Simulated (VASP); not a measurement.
Write the native input for VASP 6.6.1 that does the following.

* Task: single point
* Functional: LDA
* Potentials or basis: VASP PAW LDA potentials, release 64 (Al)
* Cutoff: 500 eV
* k mesh: 8 × 8 × 8
* Occupations: gaussian, width 0.1 eV
* Spin: no spin polarisation
* Dipole correction: no
* Further INCAR settings: ALGO = Normal; EDIFF = 1e-06; NBANDS = 8

The structure of Al lies in POSCAR:

```
Al
1.0
   -1.5912186900      1.5912186900      1.5912186900
    1.5912186900     -1.5912186900      1.5912186900
    1.5912186900      1.5912186900     -1.5912186900
Al
1
Direct
    0.0000000000      0.0000000000      0.0000000000
```

The input as run:

INCAR

```
ALGO = Normal ; EDIFF = 1E-6
ENCUT = 500 ; GGA_COMPAT = False
ISIF = 2 ; ISMEAR = 0
LASPH = True ; LCHARG = False
LREAL = False ; LWAVE = False
NBANDS = 8 ; NELM = 120
PREC = Accurate ; SIGMA = 0.1
```

KPOINTS

```
k-points
0
Gamma
  8 8 8
```

Potentials or basis: VASP PAW LDA potentials, release 64 (Al).

Launch:

```console
$ cat potpaw_LDA.64/Al/POTCAR > POTCAR
$ mpirun -np 1 vasp_std > vasp.out
```

It gave:

```yaml
Pressure: 1.0 GPa
```

Run time: 5.2 s on 1 thread of AMD EPYC 7R13 Processor (Zen 3), on a shared host, peak memory 0.08 GiB.
